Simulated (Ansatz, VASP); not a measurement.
**Si in VASP and in Ansatz**

Contents of INCAR:

```
SYSTEM = Si
PREC = Accurate ; ENCUT = 520
EDIFF = 1E-7 ; ISMEAR = 0
SIGMA = 0.1 ; LREAL = .FALSE.
LASPH = .TRUE. ; NELM = 100
ALGO = Normal ; ISIF = 2
LWAVE = .FALSE. ; LCHARG = .FALSE.
LDIPOL = .TRUE. ; IDIPOL = 3
DIPOL = 0.5 0.5 0.373 ; GGA = PE
IVDW = 12 ; NBANDS = 16
```

The input KPOINTS:

```
Automatic mesh
0
G
  9 9 1
  0 0 0
```

File POSCAR:

```
Si
1.0
    3.8475254764      0.0000000000      0.0000000000
   -1.9237627382      3.3320548043      0.0000000000
    0.0000000000      0.0000000000     18.4415958250
Si
4
Direct
    0.3333333333      0.6666666667      0.2695427207
    0.6666666667      0.3333333333      0.2440135899
    0.6666666667      0.6666666667      0.5011277718
    0.3333333333      1.0000000000      0.4755986410
```

Input for Ansatz:

```yaml
crystal:
  lattice:
    - [3.8475254764, 0.0, 0.0]
    - [-1.9237627382, 3.3320548043, 0.0]
    - [0.0, 0.0, 18.441595825]
  atoms:
    - { symbol: Si, position: [0.3333333333, 0.6666666667, 0.2695427207] }
    - { symbol: Si, position: [0.6666666667, 0.3333333333, 0.2440135899] }
    - { symbol: Si, position: [0.6666666667, 0.6666666667, 0.5011277718] }
    - { symbol: Si, position: [0.3333333333, 1.0, 0.475598641] }
basis:
  ecutwfc: 420
kpoints:
  mp_grid: { grid: [9, 9, 1] }
hamiltonian:
  xc: pbe
  pseudopotentials: { kind: paw, azcp: { folder: soft_1 } }
  dispersion: d3bj
scf:
  occupations: { method: gaussian, width: 0.1 }
output:
  forces: true
  eigenvalues: true
efield:
  axis: 3
  dipole_correction: true
  ramp_width: 0.04
```

Alike in both runs: task single point; functional PBE; dispersion D3(BJ); k mesh 9 × 9 × 1; occupations gaussian, width 0.1 eV; no spin polarisation.

|  | VASP | Ansatz |
| --- | --- | --- |
| version | VASP 6.6.1 | Ansatz 0.2.0 |
| potentials or method | VASP PAW PBE potentials, release 64 (Si), cutoff 520 eV | scalar-relativistic, plane waves, PAW |
| valence electrons in the cell | 16 | 16 |

Ansatz gave:

- gap on the k mesh at the Fermi level (eV): 0.42
- least direct gap on the mesh (eV): 0.42
- rms of the force components (eV/Å): 0.078

Question: Which values does VASP return?

Answer: gap on the k mesh at the Fermi level (eV): 0.42; least direct gap on the mesh (eV): 0.42; rms of the force components (eV/Å): 0.076.

Atom by atom the forces differ by 0.003 eV/Å (rms over components).
